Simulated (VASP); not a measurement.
Runs of VASP 6.6.1 on CaO (sol). The structure is that of space group Fm-3m (No. 225), or close to it. The cells are those of the table. 

```tsv
task	cell	k mesh	smearing	gap on the mesh (eV)	pressure (GPa)
single point	a = 3.371 Å, angles 60.0°, 2 atoms	8 × 8 × 8	gaussian 0.02 eV	3.52	0.6
relaxation of cell and atoms	relaxed from a = 3.402 Å, angles 60.0°, 2 atoms	8 × 8 × 8	gaussian 0.02 eV	3.53	0.0
single point	a = 3.371 Å, angles 60.0°, 2 atoms	8 × 8 × 8	gaussian 0.01 eV	3.52	0.6
single point	a = 3.402 Å, angles 60.0°, 2 atoms	6 × 6 × 6	gaussian 0.1 eV	3.54	(a)
```

Alike in all rows: level PBEsol; potentials or basis VASP PAW PBE potentials, release 64 (Ca_sv, O); no spin polarisation; cutoff (eV) 600.

Problem. Fill in the values left out.

Solution. (a) -2.5.

Caveats: the PAW data sets were made with another functional, which shifts forces and pressure a little.

A k mesh can miss the band edges.
